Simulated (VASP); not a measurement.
# W32F (a cell with a defect) in VASP: a series of runs, part 2 of 2

VASP 6.6.1. The steps go on from the part before.

## Step 4: Single point, PBE

Input file INCAR:

```
SYSTEM = W32F
PREC = Accurate ; ENCUT = 520
EDIFF = 1E-6 ; ISMEAR = 1
SIGMA = 0.1 ; LREAL = Auto
LASPH = .True. ; NELM = 60
ALGO = Normal ; ISIF = 2
LWAVE = .False. ; LCHARG = .False.
GGA = PE ; NBANDS = 250
```

Input file KPOINTS:

```
Automatic mesh
0
Gamma
  1 1 1
  0 0 0
```

Input file POSCAR:

```
W32F
1.0
    0.0000000000      6.3684112200      6.3684112200
    6.3684112200      0.0000000000      6.3684112200
    6.3684112200      6.3684112200      0.0000000000
W F
32 1
Direct
    0.0058055428      0.0004006198      0.0000051888
    0.1290910832      0.1240591944      0.1264482198
    0.2501824323      0.2503679870      0.2487592940
    0.4054687635      0.3646634945      0.3487103390
   -0.0004983425      0.0078546625      0.5002172490
    0.1277445704      0.1253538964      0.6235977163
    0.2618869971      0.2352941877      0.7651162707
    0.3773954891      0.3786147816      0.8753032335
    0.0017095010      0.5017327656      0.0018611483
    0.1295697708      0.6264281217      0.1214934013
    0.2551181145      0.7534256620      0.2469815514
    0.3751145824      0.8787005048      0.3763395114
   -0.0346843573      0.5073771741      0.4930281510
    0.1184377718      0.6516793393      0.6357439767
    0.2491078951      0.7577443621      0.7535939186
    0.3791942840      0.8739607388      0.8763427341
    0.4999638339     -0.0002391584      0.0006445772
    0.6299095254      0.1256895343      0.1217829969
    0.7600452657      0.2468081377      0.2426625555
    0.8681888439      0.3777713140      0.3698068920
    0.5048989307     -0.0014529433      0.4986699659
    0.6309025966      0.1251062009      0.6217948770
    0.7486789090      0.2517530193      0.7486522276
    0.8762811605      0.3768052975      0.8750591446
    0.5071646889      0.5001917693     -0.0074585177
    0.6297509175      0.6240611109      0.1217047230
    0.7489317741      0.7526679766      0.2477400502
    0.8770850689      0.8789135384      0.3739861315
    0.5022324639      0.5008540833      0.4995536751
    0.6153604784      0.6306030722      0.6226320321
    0.7489096259      0.7516392944      0.7500401396
    0.8769777116      0.8786176821      0.8747154109
    0.1814111975      0.4535696221      0.5468218961
```

Potentials or basis: VASP PAW PBE potentials, release 64 (W_sv, F).

On the command line:

```bash
$ cat potpaw_PBE.64/W_sv/POTCAR potpaw_PBE.64/F/POTCAR > POTCAR
$ mpirun -np 1 vasp_gam > vasp.out
```

OUTCAR:

```text
SYSTEM = W32F
   PREC = Accurate
   ENCUT = 520
   EDIFF = 1E-6
   ISMEAR = 1
   LREAL = Auto
   LASPH = .True.
   NELM = 60
   ISIF = 2
   GGA = PE

 ion  position               nearest neighbor table
   1  0.006  0.000  0.000-   2 2.75  16 2.75  10 2.75  28 2.75  18 2.76  32 2.76  24 2.77   6 2.77
                            19 3.11  15 3.11   7 3.13  11 3.16  27 3.21  23 3.24
   2  0.129  0.124  0.126-   7 2.66  19 2.71   3 2.72  11 2.73  17 2.73   1 2.75   5 2.75   9 2.78
                            12 3.16  28 3.17  20 3.17  16 3.19   8 3.20  24 3.21
   3  0.250  0.250  0.249-   2 2.72   4 2.73  12 2.73   8 2.75   6 2.76  10 2.77  18 2.79  20 2.81
                             5 3.14   9 3.15  17 3.18  13 3.21  21 3.21  25 3.23
   4  0.405  0.365  0.349-  33 2.03  19 2.61  25 2.62  21 2.70   3 2.73  29 2.83  11 2.87  18 2.97
                             7 3.06  26 3.09  22 3.18  10 3.21  13 3.24   6 3.30
[... 539 lines left out ...]

 VOLUME and BASIS-vectors are now :
 -----------------------------------------------------------------------------
  energy-cutoff  :      520.00
  volume of cell :      516.56
      direct lattice vectors                 reciprocal lattice vectors
     0.000000000  6.368411220  6.368411220    -0.078512518  0.078512518  0.078512518
     6.368411220  0.000000000  6.368411220     0.078512518 -0.078512518  0.078512518
     6.368411220  6.368411220  0.000000000     0.078512518  0.078512518 -0.078512518

 POSITION                                       TOTAL-FORCE (eV/Angst)
 -----------------------------------------------------------------------------------
      0.00258      0.03701      0.03952         0.000598     -0.001837      0.010053
      1.59533      1.62738      1.61217         0.001724      0.001600      0.000451
      3.17865      3.17747      3.18771         0.004828     -0.001894      0.003548
      4.54306      4.80292      4.90452        -0.100892      0.006017      0.048657
      3.23561      9.55083      6.41526        -0.001089     -0.006730      0.005446
      4.76963      4.78486      1.61184        -0.001114      0.001933     -0.006259
[... 25 lines left out ...]
     11.16595     11.15550     11.18035         0.001976      0.000725     -0.001414
      6.37090      4.63769      4.04382         0.000330      0.026680      0.006927
 -----------------------------------------------------------------------------------
    total drift:                               -0.000669     -0.009748     -0.002933

  FREE ENERGIE OF THE ION-ELECTRON SYSTEM (eV)
  ---------------------------------------------------
  free  energy   TOTEN  =      -421.1596644334 eV

  energy  without entropy=     -421.1400010029  energy(sigma->0) =     -421.15310996
```

OSZICAR:

```text
N       E                     dE             d eps       ncg     rms          rms(c)
DAV:   1     0.913384099430E+04    0.91338E+04   -0.28950E+05   500   0.227E+03
DAV:   2     0.605479640157E+03   -0.85284E+04   -0.84304E+04   500   0.803E+02
DAV:   3    -0.339991397611E+03   -0.94547E+03   -0.89099E+03   582   0.220E+02
DAV:   4    -0.432138099226E+03   -0.92147E+02   -0.88187E+02   584   0.492E+01
DAV:   5    -0.438059992753E+03   -0.59219E+01   -0.56981E+01   592   0.102E+01    0.120E+02
DAV:   6    -0.424421478020E+03    0.13639E+02   -0.33237E+01   568   0.173E+01    0.495E+01
DAV:   7    -0.422419753519E+03    0.20017E+01   -0.26163E+01   616   0.178E+01    0.770E+00
DAV:   8    -0.421168724573E+03    0.12510E+01   -0.81566E+00   616   0.845E+00    0.291E+00
DAV:   9    -0.421181861800E+03   -0.13137E-01   -0.81199E-01   600   0.292E+00    0.152E+00
DAV:  10    -0.421160339426E+03    0.21522E-01   -0.17918E-01   608   0.187E+00    0.762E-01
DAV:  11    -0.421159503033E+03    0.83639E-03   -0.26974E-02   632   0.545E-01    0.255E-01
DAV:  12    -0.421159732820E+03   -0.22979E-03   -0.41880E-03   616   0.257E-01    0.135E-01
DAV:  13    -0.421159723883E+03    0.89369E-05   -0.11344E-03   608   0.149E-01    0.101E-01
DAV:  14    -0.421159676645E+03    0.47238E-04   -0.26598E-04   616   0.655E-02    0.524E-02
DAV:  15    -0.421159668211E+03    0.84340E-05   -0.76356E-05   616   0.328E-02    0.209E-02
DAV:  16    -0.421159665085E+03    0.31262E-05   -0.14697E-05   576   0.143E-02    0.542E-03
DAV:  17    -0.421159664433E+03    0.65178E-06   -0.19034E-06   320   0.595E-03
   1 F= -.42115966E+03 E0= -.42115311E+03  d E =-.196634E-01
```

Run time: 5.2 min. Hardware: 1 thread of Intel Xeon Platinum 8559C (Emerald Rapids), shared host; peak memory 0.69 GiB.

Results:

```yaml
Free_energy: -421.1597 eV
Pressure: -3.1 GPa
Largest_force: 0.118 eV/Å
```

Forces on the atoms (eV/Å):
```
W    0.001 -0.002  0.010
W    0.002  0.002  0.000
W    0.005 -0.002  0.004
W   -0.101  0.006  0.049
W   -0.001 -0.007  0.005
W   -0.001  0.002 -0.006
W    0.000  0.058 -0.030
W    0.007 -0.004 -0.005
W   -0.004  0.008  0.004
W   -0.007  0.000 -0.005
W    0.000  0.019 -0.015
W   -0.003 -0.001 -0.004
W    0.001 -0.103 -0.059
W    0.102  0.006  0.049
W    0.001  0.003 -0.001
W   -0.002  0.002  0.000
W   -0.001  0.000  0.003
W   -0.002  0.000 -0.002
W   -0.002  0.004 -0.001
W   -0.006 -0.004 -0.002
W    0.004  0.008  0.005
W   -0.007 -0.004 -0.004
W    0.000  0.004  0.005
W    0.000  0.002 -0.005
W    0.002 -0.006  0.006
W    0.004 -0.001 -0.003
W    0.000 -0.002  0.002
W    0.006  0.000 -0.005
W    0.001 -0.012  0.000
W    0.005 -0.005 -0.002
W   -0.006 -0.001  0.003
W    0.002  0.001 -0.001
F    0.000  0.027  0.007
```

Levels at points of the mesh, in eV from the Fermi level:
```
           k point  band 224  band 225  band 226  band 227  band 228  band 229  band 230  band 231
(0.00, 0.00, 0.00)     -0.64     -0.54     -0.21     -0.18      0.00      0.43      0.46      0.48
```

Caveat: the k points lie up to 0.85 Å⁻¹ apart; spin-orbit coupling is left out, which moves the levels of the heavy elements; an odd number of electrons without spin polarisation forces a metal; a magnetic or distorted state may lie lower.

## Step 5: Single point, PBE

Input file INCAR:

```
SYSTEM = W32F
PREC = Accurate
ENCUT = 520
EDIFF = 1E-6
ISMEAR = 1
SIGMA = 0.1
LREAL = Auto
LASPH = .True.
NELM = 60
ALGO = Normal
ISIF = 2
LWAVE = .False.
LCHARG = .False.
GGA = PE
NBANDS = 250
```

KPOINTS is that of step 4.

Input file POSCAR:

```
W32F
1.0
    0.0000000000      6.3684112200      6.3684112200
    6.3684112200      0.0000000000      6.3684112200
    6.3684112200      6.3684112200      0.0000000000
W F
32 1
Direct
   -0.0041481304      0.0010614892      0.0053914546
    0.1166799653      0.1221984531      0.1355818540
    0.2438297318      0.2532601844      0.2436424010
    0.3671242197      0.3827690951      0.3407856253
    0.0004635379     -0.0005574389      0.5046335560
    0.1228512062      0.1257578966      0.6256530652
    0.2226405380      0.2400400111      0.7810526563
    0.3735302131      0.3763375067      0.8776513964
   -0.0042395975      0.4994877671      0.0052053014
    0.1217561921      0.6281148252      0.1244138409
    0.2481238955      0.7543223630      0.2524976708
    0.3742350985      0.8832543637      0.3749611822
   -0.0044727796      0.5017555226      0.5051058088
    0.1211708028      0.6286977021      0.6306178042
    0.2504069610      0.7540815651      0.7505489729
    0.3727479144      0.8739724568      0.8803583510
    0.4957966581      0.0004998107      0.0063785140
    0.6227306722      0.1271444277      0.1241378694
    0.7491438343      0.2522123563      0.2517048514
    0.8759120301      0.3771273426      0.3772056981
    0.4976832353      0.0007059060      0.5031671777
    0.6390882057      0.1108002413      0.6373277981
    0.7494060661      0.2540351030      0.7527962367
    0.8665300197      0.3756317576      0.8826487967
    0.4965939527      0.5060609921     -0.0091712828
    0.6241094305      0.6270227160      0.1243863615
    0.7487537842      0.7540053294      0.2524803981
    0.8740289073      0.8758307696      0.3813185763
    0.5098564442      0.5270034211      0.4938326674
    0.6276400600      0.6331158370      0.6245823114
    0.7504063941      0.7494080290      0.7546647561
    0.8746687058      0.8751941116      0.8754335748
    0.4207024181      0.3289437393      0.5570023476
```

On the command line:

```bash
$ cat potpaw_PBE.64/W_sv/POTCAR potpaw_PBE.64/F/POTCAR > POTCAR
$ mpirun -np 1 vasp_gam > vasp.out
```

Wall time 5.2 min (1 thread of Intel Xeon Platinum 8559C (Emerald Rapids), shared host); peak memory 0.69 GiB.

The run converged. Its results:

```
Free energy   : -421.1599 eV
Pressure      : -3.1 GPa
Largest force : 0.130 eV/Å
```

Forces on the atoms (eV/Å):
```
W   -0.002 -0.001 -0.001
W   -0.001  0.000 -0.002
W   -0.011  0.002 -0.011
W   -0.065 -0.112 -0.001
W   -0.003 -0.001  0.005
W    0.003 -0.002  0.000
W    0.045  0.010 -0.096
W   -0.002  0.000 -0.001
W    0.000  0.001  0.000
W    0.000  0.000 -0.001
W    0.002  0.001 -0.004
W    0.002 -0.003  0.002
W   -0.001  0.002  0.003
W   -0.001 -0.002  0.001
W    0.001  0.001  0.000
W    0.002  0.001  0.001
W    0.000 -0.002  0.001
W    0.003 -0.001 -0.001
W    0.007  0.003 -0.004
W    0.002  0.002 -0.001
W    0.007  0.003  0.004
W   -0.037  0.068  0.000
W    0.004 -0.003  0.000
W    0.002 -0.003 -0.001
W   -0.010  0.001  0.010
W    0.003 -0.002  0.000
W   -0.002 -0.001  0.002
W    0.002  0.000  0.000
W    0.046  0.010  0.097
W   -0.001  0.001  0.001
W   -0.005 -0.001 -0.005
W   -0.001  0.004  0.000
F    0.011  0.025  0.002
```

Stress tensor (GPa, compression positive):
```
-4.60  0.83  0.00
 0.83 -2.98  0.00
 0.00  0.00 -1.77
```

Levels at points of the mesh, in eV from the Fermi level:
```tsv
k point	band 225	band 226	band 227	band 228	band 229	band 230
(0.00, 0.00, 0.00)	-0.54	-0.21	-0.18	0.00	0.43	0.46
```

Caveat: the k points lie up to 0.85 Å⁻¹ apart; spin-orbit coupling is left out, which moves the levels of the heavy elements; an odd number of electrons without spin polarisation forces a metal; a magnetic or distorted state may lie lower.

## Step 6: Single point, PBE

Input file INCAR:

```
PREC     = Accurate       # precision mode
ENCUT    = 520            # plane-wave cutoff, eV
EDIFF    = 1E-6           # SCF threshold, eV
ISMEAR   = 1              # smearing method
SIGMA    = 0.1            # smearing width, eV
LREAL    = Auto         
LASPH    = True           # aspherical terms in the spheres
NELM     = 100            # most SCF steps
ALGO     = Normal         # electronic algorithm
ISIF     = 2              # what is computed and relaxed
LWAVE    = False          # write WAVECAR
LCHARG   = False          # write CHGCAR
GGA      = PE             # functional
NBANDS   = 250            # bands
```

Input file KPOINTS:

```
regular mesh
0
Gamma
  1 1 1
```

Input file POSCAR:

```
W32F
1.0
    0.0000000000      6.3684112200      6.3684112200
    6.3684112200      0.0000000000      6.3684112200
    6.3684112200      6.3684112200      0.0000000000
W F
32 1
Direct
   -0.0029730335     -0.0017689655      0.0046814659
    0.1188592372      0.1173364084      0.1382444490
    0.2495470919      0.2485068010      0.2457246315
    0.3842280147      0.3680946344      0.3463132206
   -0.0071115854      0.0078637353      0.5045105269
    0.1230140412      0.1263764183      0.6238422524
    0.2418076419      0.2151250057      0.7880978986
    0.3729849436      0.3770324210      0.8772656644
   -0.0017867879      0.4992502667      0.0047057263
    0.1254708549      0.6246496752      0.1235975462
    0.2491744715      0.7514818586      0.2513155079
    0.3717599128      0.8801994416      0.3759642582
   -0.0033111084      0.5038854102      0.4988612372
    0.1006614488      0.6519429033      0.6352778362
    0.2482448048      0.7540904370      0.7518052517
    0.3720687811      0.8651090217      0.8849304489
    0.4979586573     -0.0020043461      0.0049115076
    0.6245513775      0.1259456986      0.1235006618
    0.7510055232      0.2509966685      0.2491533516
    0.8761130221      0.3780555176      0.3743436028
    0.4993940231     -0.0018455938      0.5035236245
    0.6247612415      0.1251663048      0.6264034093
    0.7496262152      0.2550491706      0.7476758073
    0.8708997124      0.3784189520      0.8767807711
    0.5030503511      0.4985793772     -0.0073731891
    0.6243330342      0.6269280299      0.1225441437
    0.7503324353      0.7493054916      0.2533722218
    0.8714786637      0.8784637654      0.3789556636
    0.5152554360      0.5116290999      0.4917005815
    0.6261735246      0.6286950327      0.6242202902
    0.7429378124      0.7556156997      0.7538722507
    0.8713454280      0.8788136957      0.8761533775
    0.3009629771      0.4279547765      0.5701520952
```

Potentials or basis: VASP PAW PBE potentials, release 64 (W_sv, F).

On the command line:

```bash
$ cat potpaw_PBE.64/W_sv/POTCAR potpaw_PBE.64/F/POTCAR > POTCAR
$ mpirun -np 1 vasp_gam > vasp.out
```

Run time: 5.1 min. Hardware: 1 thread of Intel Xeon Platinum 8559C (Emerald Rapids), shared host; peak memory 0.69 GiB.

It converged, with:

```yaml
Free_energy: -421.1579 eV
Pressure: -3.1 GPa
Largest_force: 0.127 eV/Å
```

Forces on the atoms (eV/Å):
```
W   -0.003  0.007  0.005
W    0.000  0.013 -0.002
W    0.003  0.000 -0.006
W   -0.108 -0.043  0.014
W    0.000  0.000  0.004
W    0.000  0.011  0.009
W    0.001  0.065 -0.095
W   -0.002 -0.007  0.002
W    0.001  0.002  0.006
W   -0.003  0.000  0.006
W   -0.003 -0.002 -0.013
W    0.007  0.008 -0.015
W    0.000  0.002  0.003
W    0.105 -0.071 -0.001
W    0.000  0.005  0.008
W   -0.008  0.012  0.002
W    0.000 -0.006 -0.006
W    0.003 -0.006 -0.006
W   -0.002 -0.001  0.007
W   -0.002  0.004  0.005
W    0.004  0.000  0.011
W   -0.006 -0.007  0.004
W   -0.004 -0.001 -0.008
W    0.004  0.009  0.001
W   -0.003  0.009 -0.005
W   -0.005  0.011  0.000
W    0.003 -0.002 -0.001
W    0.000 -0.008  0.002
W   -0.006  0.035  0.056
W   -0.008  0.007 -0.004
W    0.003 -0.004 -0.004
W    0.001  0.002  0.005
F    0.030 -0.043  0.014
```

Stress tensor (GPa, compression positive):
```
-1.90  0.21  0.00
 0.21 -4.70 -0.79
 0.00 -0.79 -2.83
```

Levels at points of the mesh, in eV from the Fermi level:
```csv
k point,band 225,band 226,band 227,band 228,band 229,band 230
"(0.00, 0.00, 0.00)",-0.54,-0.20,-0.17,0.00,0.44,0.46
```

Caveat: the k points lie up to 0.85 Å⁻¹ apart; spin-orbit coupling is left out, which moves the levels of the heavy elements; an odd number of electrons without spin polarisation forces a metal; a magnetic or distorted state may lie lower.

## Step 7: Single point, PBE

Input file INCAR:

```
  ALGO = Normal
  EDIFF = 1E-7
  ENCUT = 520
  GGA = PE
  ISIF = 2
  ISMEAR = 1
  LASPH = T
  LCHARG = F
  LREAL = Auto
  LWAVE = F
  NBANDS = 250
  NELM = 60
  PREC = Accurate
  SIGMA = 0.1
```

Input file KPOINTS:

```
k-points
0
Gamma
  1 1 1
```

Input file POSCAR:

```
W32F
1.0
    0.0000000000      6.3684112200      6.3684112200
    6.3684112200      0.0000000000      6.3684112200
    6.3684112200      6.3684112200      0.0000000000
W F
32 1
Direct
   -0.0024646650     -0.0016198703      0.0049219497
    0.1226026356      0.1165237254      0.1406342915
    0.2505303042      0.2508195443      0.2466803643
    0.3968701004      0.3678042952      0.3441129858
   -0.0084616081      0.0125579202      0.5047543082
    0.1251493461      0.1271203244      0.6243085383
    0.2509108543      0.2100790062      0.7932205264
    0.3718783882      0.3799717726      0.8752888762
   -0.0025278675      0.5000141150      0.0047893421
    0.1264540671      0.6258882102      0.1224500858
    0.2485469209      0.7521649960      0.2511141232
    0.3709726678      0.8801571234      0.3779726869
   -0.0080317521      0.5103325441      0.4929139139
    0.1057228368      0.6585954259      0.6355256217
    0.2467276289      0.7569713754      0.7530765264
    0.3764243415      0.8627808114      0.8867451873
    0.4997541600     -0.0017962094      0.0050296689
    0.6257536397      0.1259798515      0.1229167642
    0.7535702916      0.2502171177      0.2462569463
    0.8730031413      0.3794500569      0.3749472070
    0.4990142581     -0.0015236139      0.5032322646
    0.6239241410      0.1279648050      0.6232473631
    0.7485824698      0.2560847508      0.7471770958
    0.8733432575      0.3789791389      0.8761161626
    0.5056866444      0.4986142368     -0.0095925809
    0.6258596316      0.6253362672      0.1230361032
    0.7485009738      0.7485355194      0.2546820461
    0.8715077133      0.8807622979      0.3774143059
    0.5020175974      0.5089642280      0.4942745359
    0.6240900380      0.6283903256      0.6237726904
    0.7448668649      0.7565165523      0.7523797278
    0.8714668083      0.8802702599      0.8772013626
    0.2291062794      0.4298596472      0.5729421160
```

On the command line:

```bash
$ cat potpaw_PBE.64/W_sv/POTCAR potpaw_PBE.64/F/POTCAR > POTCAR
$ mpirun -np 1 vasp_gam > vasp.out
```

Wall time 6.5 min (1 thread of Intel Xeon Platinum 8559C (Emerald Rapids), shared host); peak memory 0.67 GiB.

The run converged. Its results:

```yaml
Free_energy: -421.1071 eV
Pressure: -2.8 GPa
Largest_force: 0.262 eV/Å
```

Forces in eV/Å, atoms in the order of the input:
```
W   -0.002  0.011  0.014
W   -0.005  0.006  0.020
W    0.016  0.010  0.008
W   -0.117  0.006  0.058
W   -0.001  0.008  0.013
W    0.003  0.012  0.006
W    0.002  0.109 -0.032
W    0.002  0.004  0.006
W    0.002  0.010  0.009
W   -0.001  0.007  0.005
W    0.001  0.012  0.002
W    0.002  0.013 -0.001
W    0.000 -0.070 -0.058
W    0.117  0.001  0.062
W    0.007  0.017  0.015
W   -0.007  0.005  0.018
W    0.002 -0.003  0.000
W    0.004  0.007  0.003
W   -0.012  0.018  0.012
W   -0.008 -0.011 -0.016
W    0.002  0.008  0.009
W   -0.004  0.006  0.005
W   -0.001  0.004 -0.010
W   -0.005  0.012  0.005
W    0.002  0.014  0.008
W   -0.003  0.014 -0.002
W    0.002 -0.007  0.003
W    0.000  0.004  0.006
W    0.000 -0.004 -0.044
W   -0.003 -0.007 -0.017
W   -0.007  0.009  0.006
W   -0.003  0.009  0.002
F    0.017 -0.234 -0.118
```

Stress tensor (GPa, compression positive):
```
-0.90  0.01 -0.01
 0.01 -3.68 -1.36
-0.01 -1.36 -3.86
```

Levels at points of the mesh, in eV from the Fermi level:
```
           k point  band 223  band 224  band 225  band 226  band 227  band 228  band 229  band 230  band 231  band 232
(0.00, 0.00, 0.00)     -0.72     -0.71     -0.56     -0.40     -0.26      0.00      0.34      0.38      0.41      0.46
```

Caveat: the k points lie up to 0.85 Å⁻¹ apart; spin-orbit coupling is left out, which moves the levels of the heavy elements; an odd number of electrons without spin polarisation forces a metal; a magnetic or distorted state may lie lower.
